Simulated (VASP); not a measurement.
Wanted: the native input for a VASP 6.6.1 run.

```
Task                   : single point
Functional             : PBEsol
Potentials or basis    : VASP PAW PBE potentials, release 64 (Hf_pv, O)
Cutoff                 : 520 eV
k mesh                 : 1 × 1 × 4
Occupations            : gaussian, width 0.05 eV
Spin                   : no spin polarisation
Dipole correction      : no
Further INCAR settings : LREAL = Auto; ALGO = Normal; EDIFF = 1e-07; NBANDS = 118
```

The structure of HfO2 lies in POSCAR:

```
HfO2
1.0
   14.1000000000      0.0000000000      0.0000000000
    0.0000000000     12.9000000000      0.0000000000
    0.0000000000      0.0000000000      8.4165934657
Hf O
9 18
Direct
    0.6375702533      0.5000000000      0.0256345022
    0.3489933626      0.5000000000      0.6678492662
    0.4166633902      0.5000000000      0.3161826638
    0.4170105095      0.3740243363     -0.0253348065
    0.6337336844      0.3570021262      0.3483886407
    0.5513589773      0.6315416891      0.6734964560
    0.4170105095      0.6259756637     -0.0253348065
    0.6337336844      0.6429978738      0.3483886407
    0.5513589773      0.3684583109      0.6734964560
    0.4818083838      0.5000000000      0.5663461237
    0.6912324159      0.6209610673      0.1289982883
    0.5200283401      0.3073408693      0.4477013710
    0.3973759102      0.6405875914      0.7284330496
    0.5783775429      0.5000000000      0.3066490250
    0.3291776843      0.5000000000      0.9163446613
    0.6912324159      0.3790389327      0.1289982883
    0.5200283401      0.6926591307      0.4477013710
    0.3973759102      0.3594124086      0.7284330496
    0.3831732483      0.6278355140      0.2001423954
    0.6816223729      0.6313828670      0.5587053894
    0.5402290100      0.3167586037      0.9005454137
    0.4932336432      0.5000000000      0.0407639898
    0.3831732483      0.3721644860      0.2001423954
    0.6816223729      0.3686171330      0.5587053894
    0.5402290100      0.6832413963      0.9005454137
    0.3030367728      0.5000000000      0.4522857801
    0.6082003757      0.5000000000      0.7857915925
```

One way to write it, as run:

INCAR

```
SYSTEM = HfO2
PREC = Accurate ; ENCUT = 520
EDIFF = 1E-7 ; ISMEAR = 0
SIGMA = 0.05 ; LREAL = Auto
LASPH = .TRUE. ; NELM = 80
ALGO = Normal ; ISIF = 2
LWAVE = .FALSE. ; LCHARG = .TRUE.
GGA = PS ; LELF = .TRUE.
LVHAR = .TRUE. ; NBANDS = 118
LUSENCCL = .FALSE.
```

KPOINTS

```
Automatic mesh
0
G
  1 1 4
  0 0 0
```

Potentials or basis: VASP PAW PBE potentials, release 64 (Hf_pv, O).

Run with:

```sh
$ cat potpaw_PBE.64/Hf_pv/POTCAR potpaw_PBE.64/O/POTCAR > POTCAR
$ mpirun -np 1 vasp_std > vasp.out
```

It gave:

```
Largest force          : 0.165 eV/Å
Band gap on the k mesh : 3.48 eV (least direct gap 3.62 eV)
```

Caveat: the PAW data sets were made with another functional, which shifts forces and pressure a little; spin-orbit coupling is left out, which moves the levels of the heavy elements.

Wall time 2.7 min on 1 × NVIDIA H100 80GB with 1 thread of AMD EPYC 7R13 Processor (Zen 3) (shared host), peak memory 2 GiB.
